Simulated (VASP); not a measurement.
SnSe:

```
Sn Se
1.0
     0.00000    3.01000    3.01000
     3.01000    0.00000    3.01000
     3.01000    3.01000    0.00000
Sn Se
1 1
Direct
  0.00000 0.00000 0.00000
  0.50000 0.50000 0.50000
```

| Quantity | Value |
| --- | --- |
| Program | VASP 6.6.1 |
| Task | relaxation of cell and atoms |
| Functional | HSE06 |
| Potentials or basis | VASP PAW PBE potentials, release 64 (Sn_d, Se) |
| Cutoff | 600 eV |
| k mesh | 4 × 4 × 4 |
| Occupations | fermi-dirac, width 0.05 eV |
| Spin | no spin polarisation |

At the start: pressure -1.8 GPa; volume 27.27 Å³/atom.

Q: How do energy, volume and symmetry change on relaxing?

A: Over 3 steps the energy falls by 5.8 meV/atom and the volume is 26.30 Å³/atom (-3.6 %); space group Fm-3m (No. 225, to 0.1 Å) before and after.

The path:
```
step  energy change (eV)  largest force (eV/Å)  pressure (GPa)  volume (Å³)
   1              0.0000                0.0000           -1.85        54.54
   2             -0.0107                0.0000            0.56        52.10
   3             -0.0116                0.0000            0.00        52.60
```

Final structure:
```
CELL_PARAMETERS angstrom
0.00000 2.97389 2.97389
2.97389 0.00000 2.97389
2.97389 2.97389 0.00000
ATOMIC_POSITIONS crystal
Sn 0.00000 0.00000 0.00000
Se 0.50000 0.50000 0.50000
```

Caveat: the k points lie up to 0.46 Å⁻¹ apart in the final cell; the PAW data sets were made with another functional, which shifts forces and pressure a little.
